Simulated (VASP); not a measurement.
# Ge (Fd-3m) in VASP: settings compared

Ge is run at these levels: PBE, RPBE+D3(BJ); tasks: single point.

Everything below comes from runs of VASP 6.6.1. Logs are shortened: lines on timing, memory, paths and dates and some standing lists are left out, and cuts for length are marked.

**Measured values to compare with.**

“Electronic and optical properties of SixGe1-x-ySny alloys lattice-matched to Ge”, 2021, arxiv:2109.02782 reports, for a bulk crystal of Ge at 300 K: band gap 0.807 eV (direct).

How close the calculation comes is told below.

### 1 The cell of the first run

It takes space group Fd-3m (No. 227, cubic). Conventional cell: a = 5.762 Å, b = 5.762 Å, c = 5.762 Å, α = 90.00°, β = 90.00°, γ = 90.00°. Ge (site symmetry -43m) has 4 Ge at 2.49 Å within 3.3 Å.

### 2 Single point, PBE

The input, INCAR:

```
ALGO = Normal
EDIFF = 1E-6
ENCUT = 520
GGA = PE
ISIF = 2
ISMEAR = -1
LASPH = T
LCHARG = F
LREAL = F
LWAVE = F
NBANDS = 21
NELM = 100
PREC = Accurate
SIGMA = 0.05
```

The input, KPOINTS:

```
k-points
0
Gamma
  8 8 8
```

The input, POSCAR:

```
Ge
1.0
    0.0000000000      2.8808010825      2.8808010825
    2.8808010825      0.0000000000      2.8808010825
    2.8808010825      2.8808010825      0.0000000000
Ge
2
Direct
    0.7500000000      0.7500000000      0.7500000000
    0.5000000000      0.5000000000      0.5000000000
```

Potentials or basis: VASP PAW PBE potentials, release 64 (Ge_d).

Launch:

```sh
> cat potpaw_PBE.64/Ge_d/POTCAR > POTCAR
> mpirun -np 1 vasp_std > vasp.out
```

OUTCAR:

```text
EDIFF = 1E-6
   ENCUT = 520
   GGA = PE
   ISIF = 2
   ISMEAR = -1
   LASPH = T
   LREAL = F
   NELM = 100
   PREC = Accurate

 ion  position               nearest neighbor table
   1  0.750  0.750  0.750-   2 2.49   2 2.49   2 2.49   2 2.49
   2  0.500  0.500  0.500-   1 2.49   1 2.49   1 2.49   1 2.49

  LATTYP: Found a face centered cubic cell.
 ALAT       =     5.7616021650

  Lattice vectors:

 A1 = (   0.0000000000,   2.8808010825,   2.8808010825)
 A2 = (   2.8808010825,   0.0000000000,   2.8808010825)
 A3 = (   2.8808010825,   2.8808010825,   0.0000000000)

Analysis of symmetry for initial positions (statically):
=====================================================================
 Subroutine PRICEL returns:
 Original cell was already a primitive cell.

 Routine SETGRP: Setting up the symmetry group for a
 face centered cubic supercell.

 Subroutine GETGRP returns: Found 48 space group operations
 (whereof 24 operations were pure point group operations)
 out of a pool of 48 trial point group operations.

The static configuration has the point symmetry T_d .
 The point group associated with its full space group is O_h .

Analysis of symmetry for dynamics (positions and initial velocities):
=====================================================================
 Subroutine PRICEL returns:
 Original cell was already a primitive cell.

 Routine SETGRP: Setting up the symmetry group for a
 face centered cubic supercell.

 Subroutine GETGRP returns: Found 48 space group operations
 (whereof 24 operations were pure point group operations)
 out of a pool of 48 trial point group operations.

The dynamic configuration has the point symmetry T_d .
 The point group associated with its full space group is O_h .

 Subroutine INISYM returns: Found 48 space group operations
 (whereof 24 operations are pure point group operations),
 and found     1 'primitive' translations

----------------------------------------------------------------------------------------

                                     Primitive cell

  volume of cell :      47.8156

  direct lattice vectors                    reciprocal lattice vectors
     0.000000000  2.880801083  2.880801083    -0.173562834  0.173562834  0.173562834
     2.880801083  0.000000000  2.880801083     0.173562834 -0.173562834  0.173562834
     2.880801083  2.880801083  0.000000000     0.173562834  0.173562834 -0.173562834

  length of vectors
     4.074067961  4.074067961  4.074067961     0.300619647  0.300619647  0.300619647

  position of ions in fractional coordinates (direct lattice)
     0.750000000  0.750000000  0.750000000
     0.500000000  0.500000000  0.500000000

  ion indices of the primitive-cell ions
   primitive index   ion index
                 1           1
                 2           2

----------------------------------------------------------------------------------------

 KPOINTS: k-points

Automatic generation of k-mesh.
 Grid dimensions read from file:
 generate k-points for:    8    8    8

 Generating k-lattice:

  Cartesian coordinates                     Fractional coordinates (reciprocal lattice)
    -0.021695354  0.021695354  0.021695354     0.125000000  0.000000000  0.000000000
     0.021695354 -0.021695354  0.021695354     0.000000000  0.125000000  0.000000000
     0.021695354  0.021695354 -0.021695354     0.000000000  0.000000000  0.125000000

  Length of vectors
     0.037577456  0.037577456  0.037577456

  Shift w.r.t. Gamma in fractional coordinates (k-lattice)
     0.000000000  0.000000000  0.000000000

 Subroutine IBZKPT returns following result:
 ===========================================

 Found     29 irreducible k-points:

 Following reciprocal coordinates:
            Coordinates               Weight
  0.000000  0.000000  0.000000      1.000000
  0.125000  0.000000  0.000000      8.000000
  0.250000  0.000000  0.000000      8.000000
  0.375000  0.000000  0.000000      8.000000
  0.500000  0.000000  0.000000      4.000000
  0.125000  0.125000  0.000000      6.000000
[... 16 lines left out ...]
  0.500000  0.250000  0.125000     48.000000
 -0.375000  0.250000  0.125000     24.000000
 [... further k-points ...]
   k-points           NKPTS =     29   k-points in BZ     NKDIM =     29   number of bands    NBANDS=     21
   number of dos      NEDOS =    301   number of ions     NIONS =      2
   total plane-waves  NPLWV =  27000
   dimension x,y,z NGX =    30 NGY =   30 NGZ =   30
   dimension x,y,z NGXF=    60 NGYF=   60 NGZF=   60
   ions per type =               2
   NGX,Y,Z   is equivalent  to a cutoff of  12.24, 12.24, 12.24 a.u.
   NGXF,Y,Z  is equivalent  to a cutoff of  24.48, 24.48, 24.48 a.u.
 SYSTEM =  unknown system
   PREC   = accura    normal or accurate (medium, high low for compatibility)
   ISTART =      0    job   : 0-new  1-cont  2-samecut
   ICHARG =      2    charge: 1-file 2-atom 10-const
   ISPIN  =      1    spin polarized calculation?
   LNONCOLLINEAR =      F non collinear calculations
   LSORBIT =      F    spin-orbit coupling
   LASPH  =      T    aspherical Exc in radial PAW
   ENCUT  =  520.0 eV  38.22 Ry    6.18 a.u.   7.58  7.58  7.58*2*pi/ulx,y,z
   NELM   =    100;   NELMIN=  2; NELMDL= -5     # of ELM steps
   EDIFF  = 0.1E-05   stopping-criterion for ELM
   LREAL  =      F    real-space projection
   EDIFFG = 0.1E-04   stopping-criterion for IOM
   NSW    =      0    number of steps for IOM
   IBRION =     -1    ionic relax: 0-MD 1-quasi-New 2-CG
   NFREE  =      0    steps in history (QN), initial steepest desc. (CG)
   ISIF   =      2    stress and relaxation
   ISYM   =      2    0-nonsym 1-usesym 2-fastsym
   POTIM  = 0.5000    time-step for ionic-motion
   TEBEG  =    0.0;   TEEND  =   0.0 temperature during run
   PSTRESS=    0.0 pullay stress
   NELECT =      28.0000    total number of electrons
   NUPDOWN=      -1.0000    fix difference up-down
   EMIN   =  10.00;   EMAX   =-10.00  energy-range for DOS
   EFERMI =   0.00;   METHOD = LEGACY
   ISMEAR =    -1;   SIGMA  =   0.05  broadening in eV -4-tet -1-fermi 0-gaus
   EFERMI_NEDOS =   21; number of points for ismear=-14 and -15
   IALGO  =     38    algorithm
   IMIX   =      4    mixing-type and parameters
     AMIX     =   0.40;   BMIX     =  1.00
     AMIX_MAG =   1.60;   BMIX_MAG =  1.00
  volume/ion in A,a.u.               =      23.91       161.34
  Fermi-wavevector in a.u.,A,eV,Ry     =   1.369633  2.588231 25.523098  1.875895
  Thomas-Fermi vector in A             =   2.495491
   LORBIT       =      0    0 simple, 1 ext, 2 COOP (PROOUT), +10 PAW based schemes
   GGA     = PE    functional components
   LHFCALC =     F    Hartree Fock is set to
   AEXX    =    0.0000 exact exchange contribution
   IVDW    =     0    specifies the selected vdW correction
   LEPSILON=     F    determine dielectric tensor
   LRPA    =     F    only Hartree local field effects (RPA)
 non-spin polarized calculation
  energy-cutoff  :      520.00
  volume of cell :       47.82
 maximum number of plane-waves:      1308
   NGX = 15   NGY = 15   NGZ = 15

 number of electron      27.9999979 magnetization

 Free energy of the ion-electron system (eV)
  ---------------------------------------------------
  ext. energy  EPLUGINS =         0.00000000
  ---------------------------------------------------
  free energy    TOTEN  =        -9.02665222 eV

  energy without entropy =       -9.02557635  energy(sigma->0) =       -9.02611429

 E-fermi :   4.4410     XC(G=0):  -9.6671

 val. band max:        4.1664011091   @ k =   0.1250   0.0000   0.0000
 cond. band min:       4.4775217461   @ k =   0.0000   0.0000   0.0000
 fundamental gap:      0.3111206370
 Fermi energy:         4.4409768969

 k-point     1 :       0.0000    0.0000    0.0000
  band No.  band energies     occupation
      1     -20.2670      2.00000
      2     -20.2670      2.00000
      3     -20.2670      2.00000
      4     -20.2349      2.00000
      5     -20.2349      2.00000
      6     -20.0520      2.00000
[... 13 lines left out ...]
     20      13.8144      0.00000
     21      13.8144      0.00000

 k-point     2 :       0.1250    0.0000    0.0000
  band No.  band energies     occupation
      1     -20.2739      2.00000
      2     -20.2739      2.00000
      3     -20.2648      2.00000
      4     -20.2253      2.00000
      5     -20.2253      2.00000
      6     -20.0633      2.00000
[... 13 lines left out ...]
     20      12.9735      0.00000
     21      12.9735      0.00000

 k-point     3 :       0.2500    0.0000    0.0000
  band No.  band energies     occupation
      1     -20.2827      2.00000
      2     -20.2827      2.00000
      3     -20.2593      2.00000
      4     -20.2104      2.00000
      5     -20.2104      2.00000
      6     -20.0757      2.00000
[... 13 lines left out ...]
     20      12.7240      0.00000
     21      12.7240      0.00000

 k-point     4 :       0.3750    0.0000    0.0000
  band No.  band energies     occupation
      1     -20.2872      2.00000
      2     -20.2872      2.00000
      3     -20.2537      2.00000
      4     -20.2012      2.00000
      5     -20.2012      2.00000
      6     -20.0823      2.00000
[... 13 lines left out ...]
     20      13.8162      0.00000
     21      13.8162      0.00000

 k-point     5 :       0.5000    0.0000    0.0000
  band No.  band energies     occupation
      1     -20.2884      2.00000
      2     -20.2884      2.00000
      3     -20.2513      2.00000
      4     -20.1986      2.00000
      5     -20.1986      2.00000
      6     -20.0839      2.00000
[... 13 lines left out ...]
     20      14.9220      0.00000
     21      15.4162      0.00000
[... 382 lines left out ...]
     20      15.5529      0.00000
     21      17.0191      0.00000

 k-point    22 :       0.3750    0.2500    0.1250
  band No.  band energies     occupation
      1     -20.2917      2.00000
      2     -20.2898      2.00000
      3     -20.2520      2.00000
      4     -20.2038      2.00000
      5     -20.1794      2.00000
      6     -20.1187      2.00000
[... 13 lines left out ...]
     20      14.3388      0.00000
     21      14.6128      0.00000

 k-point    23 :       0.5000    0.2500    0.1250
  band No.  band energies     occupation
      1     -20.3022      2.00000
      2     -20.2953      2.00000
      3     -20.2331      2.00000
      4     -20.1908      2.00000
      5     -20.1685      2.00000
      6     -20.1264      2.00000
[... 13 lines left out ...]
     20      13.8861      0.00000
     21      15.7307      0.00000

 k-point    24 :      -0.3750    0.2500    0.1250
  band No.  band energies     occupation
      1     -20.3067      2.00000
      2     -20.2966      2.00000
      3     -20.2244      2.00000
      4     -20.1812      2.00000
      5     -20.1697      2.00000
      6     -20.1221      2.00000
[... 13 lines left out ...]
     20      15.2615      0.00000
     21      15.6272      0.00000

 [... further k-points ...]

------------------------ aborting loop because EDIFF is reached ----------------------------------------

  FORCE on cell =-STRESS in cart. coord.  units (eV):
  Direction    XX          YY          ZZ          XY          YZ          ZX
  --------------------------------------------------------------------------------------
  -------------------------------------------------------------------------------------
  Total       -0.0297989     -0.0297989     -0.0297989      0.0000000      0.0000000      0.0000000
  in kB       -0.9984833     -0.9984833     -0.9984833      0.0000000      0.0000000      0.0000000
  external PRESSURE =      -0.9984833 kB  Pullay stress =       0.0000000 kB

 VOLUME and BASIS-vectors are now :
 -----------------------------------------------------------------------------
  energy-cutoff  :      520.00
  volume of cell :       47.82
      direct lattice vectors                 reciprocal lattice vectors
     0.000000000  2.880801083  2.880801083    -0.173562834  0.173562834  0.173562834
     2.880801083  0.000000000  2.880801083     0.173562834 -0.173562834  0.173562834
     2.880801083  2.880801083  0.000000000     0.173562834  0.173562834 -0.173562834

 POSITION                                       TOTAL-FORCE (eV/Angst)
 -----------------------------------------------------------------------------------
      4.32120      4.32120      4.32120         0.000000      0.000000     -0.000000
      2.88080      2.88080      2.88080        -0.000000     -0.000000      0.000000
 -----------------------------------------------------------------------------------
    total drift:                                0.000000     -0.000000      0.000000

  FREE ENERGIE OF THE ION-ELECTRON SYSTEM (eV)
  ---------------------------------------------------
  free  energy   TOTEN  =        -9.0266522164 eV

  energy  without entropy=       -9.0255763549  energy(sigma->0) =       -9.02611429
```

Wall time 15 s (1 thread of Intel Xeon 6975P-C (Granite Rapids), shared host); peak memory 0.17 GiB.

What came out:

| Item | Value |
| --- | --- |
| Free energy | -9.0267 eV |
| Pressure | -0.1 GPa |
| Band gap on the k mesh | zero (filled and empty bands touch) |

### 3 Single point, RPBE+D3(BJ)

This run uses another cell than the first one, of 24.00 Å³/atom, 1.004 times its volume.

The input, INCAR:

```
PREC = Accurate
ENCUT = 520
EDIFF = 1E-6
ISMEAR = -1
SIGMA = 0.05
LREAL = False
LASPH = True
NELM = 80
ALGO = Normal
ISIF = 2
LWAVE = False
LCHARG = True
GGA = RP
IVDW = 12
LELF = True
LVHAR = True
NBANDS = 21
```

The input, KPOINTS:

```
regular mesh
0
Gamma
  8 8 8
```

The input, POSCAR:

```
Ge
1.0
    0.0000000000      2.8843929095      2.8843929095
    2.8843929095      0.0000000000      2.8843929095
    2.8843929095      2.8843929095      0.0000000000
Ge
2
Direct
    0.7500000000      0.7500000000      0.7500000000
    0.5000000000      0.5000000000      0.5000000000
```

Potentials or basis: VASP PAW PBE potentials, release 64 (Ge_d).

Launch:

```sh
> cat potpaw_PBE.64/Ge_d/POTCAR > POTCAR
> mpirun -np 1 vasp_std > vasp.out
```

Wall time 16 s (1 thread of Intel Xeon 6975P-C (Granite Rapids), shared host); peak memory 0.17 GiB.

Results (log left out):

| Property | Result |
| --- | --- |
| Free energy | -10.7343 eV |
| Pressure | -6.8 GPa |
| Band gap on the k mesh | zero (filled and empty bands touch) |
| Dispersion energy per atom | -1.191 eV |

Levels at points of the mesh, in eV from the Fermi level:
```tsv
k point	band 11	band 12	band 13	band 14	band 15	band 16	band 17	band 18
(0.00, 0.00, 0.00)	-12.31	-0.37	0.00	0.00	0.00	2.54	2.54	2.54
(0.50, 0.00, 0.00)	-10.36	-7.30	-1.32	-1.32	0.10	3.74	3.74	7.26
(0.50, 0.50, 0.00)	-8.64	-8.64	-2.87	-2.87	0.90	0.90	9.09	9.09
```

Caveat: the PAW data sets were made with another functional, which shifts forces and pressure a little; pairwise dispersion overbinds metals, which lowers pressure and volume.

### 4 How close it comes

Step 2. Measured gap of Ge: 0.807 eV (direct; 300 K; “Electronic and optical properties of SixGe1-x-ySny alloys lattice-matched to Ge”, 2021, arxiv:2109.02782). This calculation gives 0.00 eV (-0.81 eV). 3 values of this kind are on record (0.666 to 0.807 eV); this one was drawn at random among those near their median. Spin-orbit coupling on Ge is left out. The value is that of PBE on a finite k mesh, which can miss the band edges, without temperature or zero-point motion. Semilocal functionals fall short of measured gaps as a rule.
